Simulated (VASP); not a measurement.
# Ti2B (I4/mcm) in VASP: notebook, part 2 of 2

VASP 6.6.1.

**3. Single point, r2SCAN**

POSCAR reads:

```
Ti2B
1.0
   -2.8290690000      2.8290690000      2.3682650000
    2.8290690000     -2.8290690000      2.3682650000
    2.8290690000      2.8290690000     -2.3682650000
Ti B
4 2
Direct
    0.6644000000      0.1644000000      0.8288000000
    0.3356000000      0.8356000000      0.1712000000
    0.8356000000      0.6644000000      0.5000000000
    0.1644000000      0.3356000000      0.5000000000
    0.7500000000      0.7500000000      0.0000000000
    0.2500000000      0.2500000000      0.0000000000
```

INCAR.step1 reads:

```
ALGO = Normal
EDIFF = 1E-4
ENCUT = 520
GGA = PE
ISMEAR = -1
LASPH = T
LCHARG = F
LREAL = F
LWAVE = T
NBANDS = 36
NELM = 60
PREC = Accurate
SIGMA = 0.02
```

INCAR.step2 reads:

```
ALGO = Normal
EDIFF = 1E-7
ENCUT = 520
ISIF = 2
ISMEAR = -1
ISTART = 1
LASPH = T
LCHARG = F
LMIXTAU = T
LREAL = F
LWAVE = F
METAGGA = R2SCAN
NBANDS = 36
NELM = 60
PREC = Accurate
SIGMA = 0.02
```

KPOINTS reads:

```
k-points
0
Gamma
  8 8 8
```

Potentials or basis: VASP PAW PBE potentials, release 64 (Ti_sv, B).

The run is started by

```
> cat potpaw_PBE.64/Ti_sv/POTCAR potpaw_PBE.64/B/POTCAR > POTCAR
> cp INCAR.step1 INCAR
> mpirun -np 1 vasp_std > vasp.out
> cp INCAR.step2 INCAR
> mpirun -np 1 vasp_std > vasp.out
```

OUTCAR:

```text
EDIFF = 1E-7
   ENCUT = 520
   ISIF = 2
   ISMEAR = -1
   ISTART = 1
   LASPH = T
   LREAL = F
   METAGGA = R2SCAN
   NELM = 60
   PREC = Accurate

 ion  position               nearest neighbor table
   1  0.664  0.164  0.829-   6 2.42   5 2.42   5 2.42   6 2.42   2 2.63   2 2.74   2 2.74
   2  0.336  0.836  0.171-   5 2.42   6 2.42   6 2.42   5 2.42   1 2.63   1 2.74   1 2.74
   3  0.836  0.664  0.500-   6 2.42   5 2.42   5 2.42   6 2.42   4 2.63   4 2.74   4 2.74
   4  0.164  0.336  0.500-   5 2.42   6 2.42   6 2.42   5 2.42   3 2.63   3 2.74   3 2.74
   5  0.750  0.750  0.000-   2 2.42   4 2.42   1 2.42   2 2.42   3 2.42   3 2.42   1 2.42   4 2.42

   6  0.250  0.250  0.000-   3 2.42   2 2.42   1 2.42   2 2.42   4 2.42   4 2.42   3 2.42   1 2.42

  LATTYP: Found a body centered tetragonal cell.
 ALAT       =     5.6581380000
 C/A-ratio  =     0.8371181473

  Lattice vectors:

 A1 = (  -2.8290690000,   2.8290690000,   2.3682650000)
 A2 = (   2.8290690000,  -2.8290690000,   2.3682650000)
 A3 = (   2.8290690000,   2.8290690000,  -2.3682650000)

Analysis of symmetry for initial positions (statically):
=====================================================================
 Subroutine PRICEL returns:
 Original cell was already a primitive cell.

 Routine SETGRP: Setting up the symmetry group for a
 body centered tetragonal supercell.

 Subroutine GETGRP returns: Found 16 space group operations
 (whereof  8 operations were pure point group operations)
 out of a pool of 16 trial point group operations.

The static configuration has the point symmetry C_4h.
 The point group associated with its full space group is D_4h.

Analysis of symmetry for dynamics (positions and initial velocities):
=====================================================================
 Subroutine PRICEL returns:
 Original cell was already a primitive cell.

 Routine SETGRP: Setting up the symmetry group for a
 body centered tetragonal supercell.

[... 135 lines left out ...]
  Fermi-wavevector in a.u.,A,eV,Ry     =   1.461999  2.762777 29.081636  2.137440
  Thomas-Fermi vector in A             =   2.578264
   LORBIT       =      0    0 simple, 1 ext, 2 COOP (PROOUT), +10 PAW based schemes
   METAGGA = R2SCAN    functional components
   LHFCALC =     F    Hartree Fock is set to
   AEXX    =    0.0000 exact exchange contribution
   IVDW    =     0    specifies the selected vdW correction
   LEPSILON=     F    determine dielectric tensor
   LRPA    =     F    only Hartree local field effects (RPA)
 non-spin polarized calculation
  energy-cutoff  :      520.00
  volume of cell :       75.82
 maximum number of plane-waves:      2057
   NGX = 17   NGY = 17   NGZ = 17

 number of electron      53.9999995 magnetization

 Free energy of the ion-electron system (eV)
  ---------------------------------------------------
  ext. energy  EPLUGINS =         0.00000000
  ---------------------------------------------------
  free energy    TOTEN  =       -69.07884798 eV

  energy without entropy =      -69.06918018  energy(sigma->0) =      -69.07401408

 E-fermi :   8.4485     XC(G=0): -13.0765

 val. band max:        8.4464856459   @ k =  -0.2500   0.5000   0.1250
 cond. band min:       8.4490580433   @ k =   0.5000   0.2500   0.0000
 fundamental gap:      0.0025723974
 Fermi energy:         8.4485205336

 k-point     1 :       0.0000    0.0000    0.0000
  band No.  band energies     occupation
      1     -50.0687      2.00000
      2     -49.9471      2.00000
      3     -49.8603      2.00000
      4     -49.8603      2.00000
      5     -25.5279      2.00000
      6     -25.3954      2.00000
[... 925 lines left out ...]
     35      12.0348      0.00000
     36      12.0348      0.00000

 [... further k-points ...]

------------------------ aborting loop because EDIFF is reached ----------------------------------------

  FORCE on cell =-STRESS in cart. coord.  units (eV):
  Direction    XX          YY          ZZ          XY          YZ          ZX
  --------------------------------------------------------------------------------------
  -------------------------------------------------------------------------------------
  Total        0.0307478      0.0307478      0.4944406      0.0000000     -0.0000000      0.0000000
  in kB        0.6497516      0.6497516     10.4483407      0.0000000     -0.0000000      0.0000000
  external PRESSURE =       3.9159480 kB  Pullay stress =       0.0000000 kB

 VOLUME and BASIS-vectors are now :
 -----------------------------------------------------------------------------
  energy-cutoff  :      520.00
  volume of cell :       75.82
      direct lattice vectors                 reciprocal lattice vectors
    -2.829069000  2.829069000  2.368265000     0.000000000  0.176736587  0.211125022
     2.829069000 -2.829069000  2.368265000     0.176736587  0.000000000  0.211125022
     2.829069000  2.829069000 -2.368265000     0.176736587  0.176736587  0.000000000

 POSITION                                       TOTAL-FORCE (eV/Angst)
 -----------------------------------------------------------------------------------
      0.93020      3.75927      0.00000         0.100403      0.100403      0.000000
      1.89887     -0.93020      2.36827        -0.100403     -0.100403     -0.000000
      0.93020      1.89887      2.36827         0.100403     -0.100403      0.000000
      1.89887      0.93020      0.00000        -0.100403      0.100403      0.000000
      0.00000      0.00000      3.55240         0.000000     -0.000000      0.000000
      0.00000      0.00000      1.18413         0.000000     -0.000000      0.000000
 -----------------------------------------------------------------------------------
    total drift:                               -0.000000     -0.000000      0.000000

  FREE ENERGIE OF THE ION-ELECTRON SYSTEM (eV)
  ---------------------------------------------------
  free  energy   TOTEN  =       -69.0788479818 eV

  energy  without entropy=      -69.0691801758  energy(sigma->0) =      -69.07401408
```

OUTCAR.step1:

```text
EDIFF = 1E-4
   ENCUT = 520
   GGA = PE
   ISMEAR = -1
   LASPH = T
[... 1174 lines left out ...]
      0.93020      1.89887      2.36827         0.114700     -0.114700     -0.000000
      1.89887      0.93020      0.00000        -0.114700      0.114700     -0.000000
      0.00000      0.00000      3.55240         0.000000      0.000000     -0.000000
      0.00000      0.00000      1.18413        -0.000000      0.000000     -0.000000
 -----------------------------------------------------------------------------------
    total drift:                               -0.000000     -0.000000      0.000000

  FREE ENERGIE OF THE ION-ELECTRON SYSTEM (eV)
  ---------------------------------------------------
  free  energy   TOTEN  =       -47.1445191083 eV

  energy  without entropy=      -47.1342295804  energy(sigma->0) =      -47.13937434
```

It took 9.8 min on 1 thread of AMD EPYC 9R45 (Zen 5), shared host; peak memory 0.26 GiB.

What came out:

```yaml
Free_energy: -69.0788 eV
Pressure: 0.4 GPa
Largest_force: 0.142 eV/Å
Band_gap_on_the_k_mesh: zero (bands 27 and 28 overlap by 1.06 eV)
```

Forces on the atoms (eV/Å):
```
Ti   0.100  0.100  0.000
Ti  -0.100 -0.100  0.000
Ti   0.100 -0.100  0.000
Ti  -0.100  0.100  0.000
B    0.000  0.000  0.000
B    0.000  0.000  0.000
```

Stress tensor (GPa, compression positive):
```
0.06 0.00 0.00
0.00 0.06 0.00
0.00 0.00 1.04
```

Levels at points of the mesh, in eV from the Fermi level:
| k point | band 24 | band 25 | band 26 | band 27 | band 28 | band 29 | band 30 | band 31 |
| --- | --- | --- | --- | --- | --- | --- | --- | --- |
| (0.00, 0.00, 0.00) | -0.91 | -0.91 | -0.89 | -0.89 | 0.00 | 1.51 | 1.85 | 2.03 |
| (0.50, 0.00, 0.00) | -0.49 | -0.37 | -0.37 | 0.02 | 0.02 | 0.57 | 0.57 | 2.38 |
| (0.50, 0.50, 0.00) | -1.25 | -1.06 | -0.93 | -0.41 | 0.14 | 1.50 | 1.77 | 1.92 |
| (0.50, 0.50, 0.50) | -1.29 | -0.58 | -0.11 | 0.74 | 0.75 | 1.05 | 1.05 | 1.76 |

Caveat: the PAW data sets were made with another functional, which shifts forces and pressure a little.
